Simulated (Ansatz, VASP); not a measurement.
SnSe: VASP beside Ansatz

INCAR

```
ALGO = Normal
EDIFF = 1E-6
ENCUT = 500
GGA = CA
GGA_COMPAT = F
ISIF = 2
ISMEAR = 0
LASPH = T
LCHARG = T
LELF = T
LREAL = F
LVHAR = T
LWAVE = F
NBANDS = 28
NELM = 120
PREC = Accurate
SIGMA = 0.05
```

The input KPOINTS:

```
k-points
0
Gamma
  6 6 4
```

File POSCAR:

```
SnSe
1.0
    4.1898989379      0.0000000000      0.0000000000
    0.0000000000      4.1898989379      0.0000000000
    0.0000000000      0.0000000000     10.9796229414
Sn Se
2 2
Direct
    0.5000000000      0.0000000000      0.3781633338
    0.0000000000      0.5000000000      0.6218366662
    0.5000000000      0.0000000000      0.6399937747
    0.0000000000      0.5000000000      0.3782217871
```

Input for Ansatz:

```yaml
crystal:
  lattice:
    - [4.1898989379, 0.0, 0.0]
    - [0.0, 4.1898989379, 0.0]
    - [0.0, 0.0, 10.9796229414]
  atoms:
    - { symbol: Sn, position: [0.5, 0.0, 0.3781633338] }
    - { symbol: Sn, position: [0.0, 0.5, 0.6218366662] }
    - { symbol: Se, position: [0.5, 0.0, 0.6399937747] }
    - { symbol: Se, position: [0.0, 0.5, 0.3782217871] }
basis:
  ecutwfc: 420
kpoints:
  mp_grid: { grid: [6, 6, 4] }
hamiltonian:
  xc: lda
scf:
  occupations: { method: gaussian, width: 0.05 }
output:
  forces: true
  stress: true
  eigenvalues: true
```

Alike in both runs: task single point; functional LDA; k mesh 6 × 6 × 4; occupations gaussian, width 0.05 eV; no spin polarisation.

|  | VASP | Ansatz |
| --- | --- | --- |
| version | VASP 6.6.1 | Ansatz 0.2.0 |
| potentials or method | VASP PAW LDA potentials, release 64 (Sn_d, Se), cutoff 500 eV | scalar-relativistic, plane waves, PAW |
| valence electrons in the cell | 40 | 60 |

VASP gave:

* gap on the k mesh at the Fermi level (eV): 1.05
* least direct gap on the mesh (eV): 1.05
* rms of the force components (eV/Å): 0.327

**Question.** What did Ansatz give for the same quantities?

**Answer.** gap on the k mesh at the Fermi level (eV): 1.04; least direct gap on the mesh (eV): 1.04; rms of the force components (eV/Å): 0.331.

LDA's correlation is that of Perdew and Zunger in VASP and of Perdew and Wang (1992) in Ansatz. Atom by atom the forces differ by 0.011 eV/Å (rms over components). VASP's potentials hold 40 valence electrons a cell and Ansatz's 60, so a difference there can come from the potentials and not from the codes.
